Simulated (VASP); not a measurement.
Write the native input for VASP 6.6.1 that does the following.

```
Task                   : single point
Functional             : LDA
Potentials or basis    : VASP PAW LDA potentials, release 64 (C)
Cutoff                 : 520 eV
k mesh                 : 12 × 12 × 2
Occupations            : gaussian, width 0.05 eV
Spin                   : no spin polarisation
Dipole correction      : no
Further INCAR settings : ALGO = Normal; EDIFF = 1e-07; NBANDS = 36
```

The structure of C lies in POSCAR:

```
C
1.0
    2.3758000000      0.0000000000      0.0000000000
   -1.1879000000      2.0575031543      0.0000000000
    0.0000000000      0.0000000000     12.9064000000
C
12
Direct
    0.0000000000      0.0000000000      0.1868599868
    0.0000000000      0.0000000000      0.6868599868
    0.0000000000      0.0000000000      0.3131400132
    0.0000000000      0.0000000000      0.8131400132
    0.3333333333      0.6666666667      0.5207718743
    0.6666666667      0.3333333333      0.0207718743
    0.3333333333      0.6666666667      0.9792281257
    0.6666666667      0.3333333333      0.4792281257
    0.3333333333      0.6666666667      0.6450609412
    0.6666666667      0.3333333333      0.1450609412
    0.3333333333      0.6666666667      0.8549390588
    0.6666666667      0.3333333333      0.3549390588
```

These files were run (other wordings do the same):

INCAR

```
PREC = Accurate
ENCUT = 520
EDIFF = 1E-7
ISMEAR = 0
SIGMA = 0.05
LREAL = False
LASPH = True
NELM = 100
ALGO = Normal
ISIF = 2
LWAVE = False
LCHARG = True
GGA = CA
LELF = True
LVHAR = True
NBANDS = 36
```

KPOINTS

```
Automatic mesh
0
Gamma
  12 12 2
```

Potentials or basis: VASP PAW LDA potentials, release 64 (C).

Launch:

```console
$ cat potpaw_LDA.64/C/POTCAR > POTCAR
$ mpirun -np 1 vasp_std > vasp.out
```

It gave:

```yaml
Pressure: 31.4 GPa
Largest_force: 0.269 eV/Å
Band_gap_on_the_k_mesh: 2.98 eV, direct
```

It took 61 s on 1 thread of Intel(R) Xeon(R) Platinum 8488C (Sapphire Rapids), with other jobs on the host, peak memory 0.17 GiB.
